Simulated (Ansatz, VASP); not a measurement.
## LiH in VASP and in Ansatz

```
Li H
1.0
     0.00000    2.00345    2.00345
     2.00345    0.00000    2.00345
     2.00345    2.00345    0.00000
Li H
1 1
Cartesian
  0.0000 0.0000 0.0000
  2.0035 2.0035 2.0035
```

Alike in both runs: functional PBE; k mesh 8 × 8 × 8; occupations gaussian, width 0.02 eV; no spin polarisation.

Ansatz relaxed the structure, and its values are those at the end. VASP's run is a single point on that final structure, the one shown.

|  | VASP | Ansatz |
| --- | --- | --- |
| version | VASP 6.6.1 | Ansatz 0.2.0 |
| potentials or method | VASP PAW PBE potentials, release 64 (Li_sv, H), cutoff 520 eV | scalar-relativistic, plane waves, PAW |
| valence electrons in the cell | 4 | 4 |

```csv
,VASP,Ansatz,Ansatz less VASP
gap on the k mesh at the Fermi level (eV),2.98,2.98,+0.006
least direct gap on the mesh (eV),2.98,2.98,+0.006
```

Noted on VASP's run: the cutoff is under 1.25 times that of the potentials, so the pressure is a little rough.
